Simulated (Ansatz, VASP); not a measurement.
## AlN: VASP beside Ansatz

```
CELL_PARAMETERS angstrom
-0.05934 1.94833 1.94833
1.94833 -0.05934 1.94833
1.94833 1.94833 -0.05934
ATOMIC_POSITIONS crystal
Al 0.00000 0.00000 0.00000
N 0.50000 0.50000 0.50000
```

Change from the starting cell: equal xy, yz and zx shear strains of -3 %.

Alike in both runs: task single point; functional LDA; k mesh 10 × 10 × 10; occupations fermi-dirac, width 0.02 eV; no spin polarisation.

```csv
,VASP,Ansatz
version,VASP 6.6.1,Ansatz 0.2.0
potentials or method,"VASP PAW LDA potentials, release 64 (Al, N), cutoff 520 eV","all-electron LAPW, scalar-relativistic"
```

|  | VASP | Ansatz | Ansatz less VASP |
| --- | --- | --- | --- |
| gap on the k mesh at the Fermi level (eV) | 4.16 | 4.17 | +0.009 |
| pressure (GPa) | 13.6 | 12.8 | -0.77 |
| traceless stress, the component that is largest in VASP (GPa) | 9.90 | 9.90 | +0.003 |

LDA's correlation is that of Perdew and Zunger in VASP and of Perdew and Wang (1992) in Ansatz. Ansatz ran all-electron here, and VASP with PAW potentials.
